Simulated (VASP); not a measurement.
Runs of VASP 6.6.1 on Mo. Symmetry: Im-3m, No. 229, cubic system. Conventional cell: a = 3.147 Å, b = 3.147 Å, c = 3.147 Å, α = 90.00°, β = 90.00°, γ = 90.00°. Within 3.6 Å of Mo (site symmetry m-3m) lie 14 Mo at 2.73 to 3.15 Å. 

| smearing | gap on the mesh (eV) | pressure (GPa) |
| --- | --- | --- |
| methfessel-paxton 0.2 eV | none | 3.6 |
| methfessel-paxton 0.3 eV | none | (a) |
| methfessel-paxton 0.05 eV | none | 3.4 |
| methfessel-paxton 0.1 eV | none | 3.4 |

Alike in all rows: task single point; level PBE; potentials or basis VASP PAW PBE potentials, release 64 (Mo_sv); no spin polarisation; cell as given; k mesh 10 × 10 × 10; cutoff (eV) 500.

Question: Estimate the missing entries.

Answer: (a) 3.8.

A k mesh can miss the band edges, and the runs leave out spin-orbit coupling on Mo.

A gap of «none» marks levels without a gap at the run's occupations.
